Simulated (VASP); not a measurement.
A run of VASP 6.6.1 is set up as follows.

Contents of INCAR:

```
SYSTEM = Cu
PREC = Accurate ; ENCUT = 520
EDIFF = 1E-6 ; ISMEAR = 0
SIGMA = 0.1 ; LREAL = .False.
LASPH = .True. ; NELM = 60
ALGO = Normal ; ISIF = 2
LWAVE = .False. ; LCHARG = .False.
LDIPOL = .True. ; IDIPOL = 3
DIPOL = 0.5 0.5 0.500 ; GGA = CA
IBRION = 2 ; NSW = 70
EDIFFG = -0.03
```

The input KPOINTS:

```
regular mesh
0
Gamma
  12 12 1
  0 0 0
```

The input POSCAR:

```
Cu
1.0
    2.4880527758      0.0000000000      0.0000000000
   -1.2440263879      2.1547169098      0.0000000000
    0.0000000000      0.0000000000     18.0629731692
Cu
3
Selective dynamics
Direct
    0.6666666667      0.3333333333      0.3875331007  F F F
    0.3333333333      0.6666666667      0.5000000000  T T T
    0.0000000000      0.0000000000      0.6124668993  T T T
```

Potentials or basis: VASP PAW LDA potentials, release 64 (Cu).

Launch:

```console
$ cat potpaw_LDA.64/Cu/POTCAR > POTCAR
$ mpirun -np 1 vasp_std > vasp.out
```

Problem. Predict the energy gained by relaxing.

Solution. 0.9 meV/atom.

Problem. What does it give for the band gap on the k mesh?

Solution. Zero (an odd number of electrons rules out a gap without spin polarisation).

The path:
| step | energy change (eV) | largest force on free atoms (eV/Å) | pressure (GPa) |
| --- | --- | --- | --- |
| 1 | 0.0000 | 0.1005 | -1.88 |
| 2 | -0.0004 | 0.0805 | -1.83 |
| 3 | -0.0011 | 0.0883 | -1.68 |
| 4 | -0.0012 | 0.1068 | -1.64 |
| 5 | -0.0016 | 0.0917 | -1.60 |
| 6 | -0.0023 | 0.0426 | -1.47 |
| 7 | -0.0022 | 0.0608 | -1.25 |
| 8 | -0.0026 | 0.0013 | -1.42 |
